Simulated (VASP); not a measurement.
# Pt (P6_3/mmc) in VASP: notebook

Pt is run at these levels: r2SCAN; tasks: single point.

Program: VASP 6.6.1. These are calculated values, not measurements. Logs are shortened: lines on timing, memory, paths and dates and some standing lists are left out, and cuts for length are marked.

### 1 The cell of the first run

It takes space group P6_3/mmc (No. 194, hexagonal). The conventional cell has a = 2.650 Å, b = 2.650 Å, c = 4.792 Å, α = 90.00°, β = 90.00°, γ = 120.00°. Within 3.5 Å of Pt (site symmetry -6m2) lie 12 Pt at 2.65 to 2.84 Å.

This isn't the form of Pt at room conditions, which is fcc.

### 2 Single point, r2SCAN (strain -0.040 along x and y, +0.000 along z)

Input file POSCAR:

```
Pt
1.0
    2.6502389911      0.0000000000      0.0000000000
   -1.3251194956      2.2951742924      0.0000000000
    0.0000000000      0.0000000000      4.7921340000
Pt
2
Direct
    0.6666666667      0.3333333333      0.7500000000
    0.3333333333      0.6666666667      0.2500000000
```

Input file INCAR.step1:

```
PREC     = Accurate       # precision mode
ENCUT    = 520            # plane-wave cutoff, eV
ISMEAR   = 0              # smearing method
SIGMA    = 0.15           # smearing width, eV
LREAL    = F              # projectors in reciprocal space
LASPH    = T              # aspherical terms in the spheres
NELM     = 100            # most SCF steps
NBANDS   = 17             # bands
GGA      = PE             # functional
ALGO     = Normal         # electronic algorithm
EDIFF    = 1E-4           # SCF threshold, eV
LWAVE    = T              # write WAVECAR
LCHARG   = F              # write CHGCAR
```

Input file INCAR.step2:

```
PREC     = Accurate       # precision mode
ENCUT    = 520            # plane-wave cutoff, eV
EDIFF    = 1E-7           # SCF threshold, eV
ISMEAR   = 0              # smearing method
SIGMA    = 0.15           # smearing width, eV
LREAL    = F              # projectors in reciprocal space
LASPH    = T              # aspherical terms in the spheres
NELM     = 100            # most SCF steps
ALGO     = Normal         # electronic algorithm
ISIF     = 2              # what is computed and relaxed
LWAVE    = F              # write WAVECAR
LCHARG   = T              # write CHGCAR
METAGGA  = R2SCAN         # meta-GGA
LMIXTAU  = T            
LELF     = T              # ELF
LVHAR    = T            
NBANDS   = 17             # bands
ISTART   = 1
```

Input file KPOINTS:

```
Automatic mesh
0
Gamma
  18 18 10
```

Potentials or basis: VASP PAW PBE potentials, release 64 (Pt).

The run is started by

```console
$ cat potpaw_PBE.64/Pt/POTCAR > POTCAR
$ cp INCAR.step1 INCAR
$ mpirun -np 1 vasp_std > vasp.out
$ cp INCAR.step2 INCAR
$ mpirun -np 1 vasp_std > vasp.out
```

OUTCAR:

```text
PREC = Accurate
   ENCUT = 520
   EDIFF = 1E-7
   ISMEAR = 0
   LREAL = F
   LASPH = T
   NELM = 100
   ISIF = 2
   METAGGA = R2SCAN
   ISTART = 1

 ion  position               nearest neighbor table
   1  0.667  0.333  0.750-   2 2.84   2 2.84   2 2.84   2 2.84   2 2.84   2 2.84
   2  0.333  0.667  0.250-   1 2.84   1 2.84   1 2.84   1 2.84   1 2.84   1 2.84

  LATTYP: Found a hexagonal cell.
 ALAT       =     2.6502389911
 C/A-ratio  =     1.8081893807

  Lattice vectors:

 A1 = (   2.6502389911,   0.0000000000,   0.0000000000)
 A2 = (  -1.3251194956,   2.2951742924,   0.0000000000)
 A3 = (   0.0000000000,   0.0000000000,   4.7921340000)

Analysis of symmetry for initial positions (statically):
=====================================================================
 Subroutine PRICEL returns:
 Original cell was already a primitive cell.

 Routine SETGRP: Setting up the symmetry group for a
 hexagonal supercell.

 Subroutine GETGRP returns: Found 24 space group operations
 (whereof 12 operations were pure point group operations)
 out of a pool of 24 trial point group operations.

The static configuration has the point symmetry D_3d.
 The point group associated with its full space group is D_6h.

Analysis of symmetry for dynamics (positions and initial velocities):
=====================================================================
 Subroutine PRICEL returns:
 Original cell was already a primitive cell.

 Routine SETGRP: Setting up the symmetry group for a
 hexagonal supercell.

 Subroutine GETGRP returns: Found 24 space group operations
 (whereof 12 operations were pure point group operations)
 out of a pool of 24 trial point group operations.

The dynamic configuration has the point symmetry D_3d.
 The point group associated with its full space group is D_6h.

 Subroutine INISYM returns: Found 24 space group operations
 (whereof 12 operations are pure point group operations),
 and found     1 'primitive' translations

----------------------------------------------------------------------------------------

                                     Primitive cell

  volume of cell :      29.1494

  direct lattice vectors                    reciprocal lattice vectors
     2.650238991  0.000000000  0.000000000     0.377324461  0.217848379  0.000000000
    -1.325119496  2.295174292  0.000000000     0.000000000  0.435696759  0.000000000
     0.000000000  0.000000000  4.792134000     0.000000000  0.000000000  0.208675300

  length of vectors
     2.650238991  2.650238991  4.792134000     0.435696759  0.435696759  0.208675300

  position of ions in fractional coordinates (direct lattice)
     0.666666667  0.333333333  0.750000000
     0.333333333  0.666666667  0.250000000

  ion indices of the primitive-cell ions
   primitive index   ion index
                 1           1
                 2           2

----------------------------------------------------------------------------------------

 KPOINTS: Automatic mesh

Automatic generation of k-mesh.
 Grid dimensions read from file:
 generate k-points for:   18   18   10

 Generating k-lattice:

  Cartesian coordinates                     Fractional coordinates (reciprocal lattice)
     0.020962470  0.012102688  0.000000000     0.055555556 -0.000000000  0.000000000
     0.000000000  0.024205375  0.000000000     0.000000000  0.055555556  0.000000000
     0.000000000  0.000000000  0.020867530     0.000000000  0.000000000  0.100000000

  Length of vectors
     0.024205375  0.024205375  0.020867530

  Shift w.r.t. Gamma in fractional coordinates (k-lattice)
     0.000000000  0.000000000  0.000000000

 Subroutine IBZKPT returns following result:
 ===========================================

 Found    222 irreducible k-points:

 Following reciprocal coordinates:
            Coordinates               Weight
  0.000000  0.000000  0.000000      1.000000
  0.055556 -0.000000  0.000000      6.000000
  0.111111 -0.000000  0.000000      6.000000
  0.166667 -0.000000  0.000000      6.000000
  0.222222 -0.000000  0.000000      6.000000
  0.277778 -0.000000  0.000000      6.000000
[... 16 lines left out ...]
  0.333333  0.111111  0.000000     12.000000
  0.388889  0.111111  0.000000     12.000000
 [... further k-points ...]
   k-points           NKPTS =    222   k-points in BZ     NKDIM =    222   number of bands    NBANDS=     17
   number of dos      NEDOS =    301   number of ions     NIONS =      2
   total plane-waves  NPLWV =  14400
   dimension x,y,z NGX =    20 NGY =   20 NGZ =   36
   dimension x,y,z NGXF=    40 NGYF=   40 NGZF=   72
   ions per type =               2
   NGX,Y,Z   is equivalent  to a cutoff of  12.55, 12.55, 12.49 a.u.
   NGXF,Y,Z  is equivalent  to a cutoff of  25.09, 25.09, 24.98 a.u.
 SYSTEM =  unknown system
   PREC   = accura    normal or accurate (medium, high low for compatibility)
   ISTART =      1    job   : 0-new  1-cont  2-samecut
   ICHARG =      0    charge: 1-file 2-atom 10-const
   ISPIN  =      1    spin polarized calculation?
   LNONCOLLINEAR =      F non collinear calculations
   LSORBIT =      F    spin-orbit coupling
   LASPH  =      T    aspherical Exc in radial PAW
   ENCUT  =  520.0 eV  38.22 Ry    6.18 a.u.   4.93  4.93  8.91*2*pi/ulx,y,z
   NELM   =    100;   NELMIN=  2; NELMDL=  0     # of ELM steps
   EDIFF  = 0.1E-06   stopping-criterion for ELM
   LREAL  =      F    real-space projection
   EDIFFG = 0.1E-05   stopping-criterion for IOM
   NSW    =      0    number of steps for IOM
   IBRION =     -1    ionic relax: 0-MD 1-quasi-New 2-CG
   NFREE  =      0    steps in history (QN), initial steepest desc. (CG)
   ISIF   =      2    stress and relaxation
   ISYM   =      2    0-nonsym 1-usesym 2-fastsym
   POTIM  = 0.5000    time-step for ionic-motion
   TEBEG  =    0.0;   TEEND  =   0.0 temperature during run
   PSTRESS=    0.0 pullay stress
   NELECT =      20.0000    total number of electrons
   NUPDOWN=      -1.0000    fix difference up-down
   EMIN   =  10.00;   EMAX   =-10.00  energy-range for DOS
   EFERMI =   0.00;   METHOD = LEGACY
   ISMEAR =     0;   SIGMA  =   0.15  broadening in eV -4-tet -1-fermi 0-gaus
   EFERMI_NEDOS =   21; number of points for ismear=-14 and -15
   IALGO  =     38    algorithm
   IMIX   =      4    mixing-type and parameters
     AMIX     =   0.40;   BMIX     =  1.00
     AMIX_MAG =   1.60;   BMIX_MAG =  1.00
  volume/ion in A,a.u.               =      14.57        98.35
  Fermi-wavevector in a.u.,A,eV,Ry     =   1.443915  2.728604 28.366655  2.084890
  Thomas-Fermi vector in A             =   2.562269
   LORBIT       =      0    0 simple, 1 ext, 2 COOP (PROOUT), +10 PAW based schemes
   METAGGA = R2SCAN    functional components
   LHFCALC =     F    Hartree Fock is set to
   AEXX    =    0.0000 exact exchange contribution
   IVDW    =     0    specifies the selected vdW correction
   LEPSILON=     F    determine dielectric tensor
   LRPA    =     F    only Hartree local field effects (RPA)
 non-spin polarized calculation
 Gauss-broadening in eV      SIGMA  =   0.15
  energy-cutoff  :      520.00
  volume of cell :       29.15
 maximum number of plane-waves:       801
 NGX is ok and might be reduce to    20
   NGX =  9   NGY =  9   NGZ = 17

 number of electron      20.0000003 magnetization

 Free energy of the ion-electron system (eV)
  ---------------------------------------------------
  ext. energy  EPLUGINS =         0.00000000
  ---------------------------------------------------
  free energy    TOTEN  =      -102.75963691 eV

  energy without entropy =     -102.73189899  energy(sigma->0) =     -102.74576795

 E-fermi :  11.6312     XC(G=0): -14.8543

 val. band max:       11.6309641242   @ k =   0.2222   0.2222   0.5000
 cond. band min:      11.6336733523   @ k =   0.0556  -0.0000   0.2000
 fundamental gap:      0.0027092281
 Fermi energy:        11.6311753746

 k-point     1 :       0.0000    0.0000    0.0000
  band No.  band energies     occupation
      1       0.7811      2.00000
      2       3.3358      2.00000
      3       6.7127      2.00000
      4       7.5877      2.00000
      5       7.5877      2.00000
      6       7.9467      2.00000
[... 9 lines left out ...]
     16      29.7746      0.00000
     17      35.3139      0.00000

 k-point     2 :       0.0556   -0.0000    0.0000
  band No.  band energies     occupation
      1       0.9139      2.00000
      2       3.4641      2.00000
      3       6.7404      2.00000
      4       7.5388      2.00000
      5       7.6934      2.00000
      6       7.8726      2.00000
[... 9 lines left out ...]
     16      29.9955      0.00000
     17      34.4961      0.00000

 k-point     3 :       0.1111   -0.0000    0.0000
  band No.  band energies     occupation
      1       1.3006      2.00000
      2       3.8258      2.00000
      3       6.7562      2.00000
      4       7.4562      2.00000
      5       7.7180      2.00000
      6       8.0056      2.00000
[... 9 lines left out ...]
     16      30.5062      0.00000
     17      32.8935      0.00000

 k-point     4 :       0.1667   -0.0000    0.0000
  band No.  band energies     occupation
      1       1.9022      2.00000
      2       4.3273      2.00000
      3       6.6682      2.00000
      4       7.2604      2.00000
      5       7.7067      2.00000
      6       7.8518      2.00000
[... 9 lines left out ...]
     16      30.8476      0.00000
     17      31.5638      0.00000

 k-point     5 :       0.2222   -0.0000    0.0000
  band No.  band energies     occupation
      1       2.6384      2.00000
      2       4.7232      2.00000
      3       6.7186      2.00000
      4       6.9002      2.00000
      5       6.9970      2.00000
      6       8.3621      2.00000
[... 9 lines left out ...]
     16      30.3886      0.00000
     17      31.2530      0.00000

 k-point     6 :       0.2778   -0.0000    0.0000
  band No.  band energies     occupation
      1       3.3613      2.00000
      2       4.7444      2.00000
      3       6.2216      2.00000
      4       6.8687      2.00000
      5       7.1974      2.00000
      6       8.3069      2.00000
[... 9 lines left out ...]
     16      28.9130      0.00000
     17      31.3519      0.00000
[... 281 lines left out ...]
 k-point    21 :       0.2222    0.1111    0.0000
  band No.  band energies     occupation
      1       3.7468      2.00000
      2       5.1841      2.00000
      3       6.1695      2.00000
      4       6.5273      2.00000
      5       7.0427      2.00000
      6       7.9080      2.00000
[... 9 lines left out ...]
     16      28.6764      0.00000
     17      31.1250      0.00000

 k-point    22 :       0.2778    0.1111    0.0000
  band No.  band energies     occupation
      1       4.3058      2.00000
      2       4.9430      2.00000
      3       5.7031      2.00000
      4       6.8659      2.00000
      5       7.5110      2.00000
      6       7.6753      2.00000
[... 9 lines left out ...]
     16      27.8309      0.00000
     17      29.4063      0.00000

 k-point    23 :       0.3333    0.1111    0.0000
  band No.  band energies     occupation
      1       4.5197      2.00000
      2       4.7167      2.00000
      3       5.3599      2.00000
      4       7.3755      2.00000
      5       7.5314      2.00000
      6       8.0569      2.00000
[... 9 lines left out ...]
     16      27.1131      0.00000
     17      27.1298      0.00000

 k-point    24 :       0.3889    0.1111    0.0000
  band No.  band energies     occupation
      1       4.4749      2.00000
      2       4.6364      2.00000
      3       5.1503      2.00000
      4       7.4673      2.00000
      5       7.9224      2.00000
      6       8.0566      2.00000
[... 9 lines left out ...]
     16      25.4256      0.00000
     17      26.5563      0.00000

 [... further k-points ...]
[... 5 lines left out ...]
  --------------------------------------------------------------------------------------
  -------------------------------------------------------------------------------------
  Total        4.6378141      4.6378141      1.8286817     -0.0000000      0.0000000      0.0000000
  in kB      254.9143351    254.9143351    100.5122590     -0.0000000      0.0000000      0.0000000
  external PRESSURE =     203.4469764 kB  Pullay stress =       0.0000000 kB

 VOLUME and BASIS-vectors are now :
 -----------------------------------------------------------------------------
  energy-cutoff  :      520.00
  volume of cell :       29.15
      direct lattice vectors                 reciprocal lattice vectors
     2.650238991  0.000000000  0.000000000     0.377324461  0.217848379  0.000000000
    -1.325119496  2.295174292  0.000000000     0.000000000  0.435696759  0.000000000
     0.000000000  0.000000000  4.792134000     0.000000000  0.000000000  0.208675300

 POSITION                                       TOTAL-FORCE (eV/Angst)
 -----------------------------------------------------------------------------------
      1.32512      0.76506      3.59410         0.000000     -0.000000      0.000000
     -0.00000      1.53012      1.19803        -0.000000      0.000000      0.000000
 -----------------------------------------------------------------------------------
    total drift:                               -0.000000      0.000000     -0.000000

  FREE ENERGIE OF THE ION-ELECTRON SYSTEM (eV)
  ---------------------------------------------------
  free  energy   TOTEN  =      -102.7596369137 eV

  energy  without entropy=     -102.7318989931  energy(sigma->0) =     -102.74576795
```

Wall time 3.5 min (1 thread of AMD EPYC 9R45 (Zen 5), shared host); peak memory 0.19 GiB.

What came out:

```yaml
Free_energy: -102.7596 eV
Pressure: 20.3 GPa
Band_gap_on_the_k_mesh: zero (bands 10 and 11 overlap by 1.68 eV)
```

Caveat: the cell differs from its parent crystal (strain -0.040 along x and y, +0.000 along z); the cell stands under pressure; the PAW data sets were made with another functional, which shifts forces and pressure a little; spin-orbit coupling is left out, which moves the levels of the heavy elements.

[end of part 1 of 2]
